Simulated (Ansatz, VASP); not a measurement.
## CaO: VASP beside Ansatz

```
CELL_PARAMETERS angstrom
-0.05850 2.39755 2.39755
2.39755 -0.05850 2.39755
2.33905 2.33905 0.00000
ATOMIC_POSITIONS crystal
Ca 0.00000 0.00000 0.00000
O 0.50000 0.50000 0.50000
```

Change from the starting cell: shear_xy strain -4.9%.

Alike in both runs: task single point; functional PBE; k mesh 10 × 10 × 10; occupations fermi-dirac, width 0.02 eV; no spin polarisation.

|  | VASP | Ansatz |
| --- | --- | --- |
| version | VASP 6.6.1 | Ansatz 0.2.0 |
| potentials or method | VASP PAW PBE potentials, release 64 (Ca_sv, O) | plane waves, PAW |
| plane-wave cutoff (eV) | 520 | 420 |
| valence electrons in the cell | 16 | 16 |

|  | VASP | Ansatz | Ansatz less VASP |
| --- | --- | --- | --- |
| gap on the k mesh at the Fermi level (eV) | 3.53 | 3.55 | +0.020 |
| pressure (GPa) | 3.1 | 2.5 | -0.59 |
| traceless stress, the component that is largest in VASP (GPa) | 3.70 | 3.73 | +0.031 |
